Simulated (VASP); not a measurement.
A run of VASP 6.6.1 is set up as follows.

INCAR

```
  PREC = Accurate
  ENCUT = 520
  EDIFF = 1E-6
  ISMEAR = 0
  SIGMA = 0.03
  LREAL = F
  LASPH = T
  NELM = 60
  ALGO = Normal
  ISIF = 2
  LWAVE = F
  LCHARG = F
  GGA = CA
  NBANDS = 17
```

File KPOINTS:

```
Automatic mesh
0
Gamma
  10 10 10
```

Contents of POSCAR:

```
SnTe
1.0
    1.2342304804      3.8790100813      3.8790100813
    3.8790100813      1.2342304804      3.8790100813
    3.8790100813      3.8790100813      1.2342304804
Sn Te
1 1
Direct
    0.0000000000      0.0000000000      0.0000000000
    0.5000000000      0.5000000000      0.5000000000
```

Potentials or basis: VASP PAW LDA potentials, release 64 (Sn_d, Te).

The run is started by

```sh
$ cat potpaw_LDA.64/Sn_d/POTCAR potpaw_LDA.64/Te/POTCAR > POTCAR
$ mpirun -np 1 vasp_std > vasp.out
```

Question: Predict the pressure.

Answer: -5.5 GPa.

Question: Estimate the band gap on the k mesh.

Answer: Zero (bands 10 and 11 overlap by 2.53 eV).

Stress tensor (GPa, compression positive):
```
-5.55 -1.74 -1.74
-1.74 -5.55 -1.74
-1.74 -1.74 -5.55
```

Caveat: the cell stands under tension; spin-orbit coupling is left out, which moves the levels of the heavy elements.
